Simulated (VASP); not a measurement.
A run of VASP 6.6.1 is set up as follows.

INCAR

```
SYSTEM = Na4AlO
  PREC = Accurate
  ENCUT = 600
  EDIFF = 1E-6
  ISMEAR = 0
  SIGMA = 0.1
  LREAL = .FALSE.
  LASPH = .TRUE.
  NELM = 80
  ALGO = Fast
  ISIF = 3
  LWAVE = .FALSE.
  LCHARG = .FALSE.
  GGA = PE
  IBRION = 2
  NSW = 100
  EDIFFG = -0.01
```

Contents of KPOINTS:

```
regular mesh
0
G
  6 6 4
  0 0 0
```

The input POSCAR:

```
Na4AlO
1.0
    6.2139784235      0.0000000000      0.0000000000
    0.0000000000      6.2139784235      0.0000000000
    0.0000000000      0.0000000000      7.5233983888
Na Al O
8 2 2
Direct
    0.5000000000      0.5000000000      0.3021122358
    0.5000000000      0.5000000000      0.6978877642
    0.0000000000      0.0000000000      0.6978877642
    0.0000000000      0.0000000000      0.3021122358
    0.8005328371      0.3005328371      0.0000000000
    0.1994671629      0.6994671629      0.0000000000
    0.3005328371      0.1994671629      0.0000000000
    0.6994671629      0.8005328371      0.0000000000
    0.0000000000      0.5000000000      0.5000000000
    0.5000000000      0.0000000000      0.5000000000
    0.5000000000      0.5000000000      0.0000000000
    0.0000000000      0.0000000000      0.0000000000
```

Potentials or basis: VASP PAW PBE potentials, release 64 (Na_pv, Al, O).

Launch:

```console
$ cat potpaw_PBE.64/Na_pv/POTCAR potpaw_PBE.64/Al/POTCAR potpaw_PBE.64/O/POTCAR > POTCAR
$ mpirun -np 1 vasp_std > vasp.out
```

Task: What does it give for the band gap on the k mesh?

Result: Zero (bands 37 and 38 overlap by 0.71 eV).

Task: Predict the relaxed volume.

Result: 24.26 Å³/atom.

Task: Estimate the space group after relaxing (to 0.1 Å).

Result: P4/mbm (No. 127).

Task: Estimate the relaxed cell.

Result: a = 6.145 Å, b = 6.145 Å, c = 7.709 Å, α = 90.00°, β = 90.00°, γ = 90.00°.

The path:
| step | energy change (eV) | largest force (eV/Å) | pressure (GPa) | volume (Å³) |
| --- | --- | --- | --- | --- |
| 1 | 0.0000 | 0.0359 | 0.07 | 290.50 |
| 2 | -0.0070 | 0.0433 | 0.05 | 290.96 |
| 3 | -0.0167 | 0.0591 | 0.02 | 291.99 |
| 4 | -0.0104 | 0.0789 | -0.03 | 293.92 |
| 5 | -0.0184 | 0.0687 | 0.01 | 292.62 |
| 6 | -0.0203 | 0.0395 | 0.01 | 292.84 |
| 7 | -0.0220 | 0.0355 | -0.01 | 293.20 |
| 8 | -0.0206 | 0.0789 | -0.02 | 293.91 |
| 9 | -0.0223 | 0.0361 | -0.02 | 293.38 |
| 10 | -0.0231 | 0.0321 | -0.03 | 293.07 |
| 11 | -0.0251 | 0.0217 | -0.01 | 292.12 |
| 12 | -0.0264 | 0.0100 | 0.04 | 290.24 |
| 13 | -0.0265 | 0.0114 | 0.04 | 290.63 |
| 14 | -0.0262 | 0.0253 | -0.10 | 291.82 |
| 15 | -0.0267 | 0.0035 | -0.02 | 291.12 |
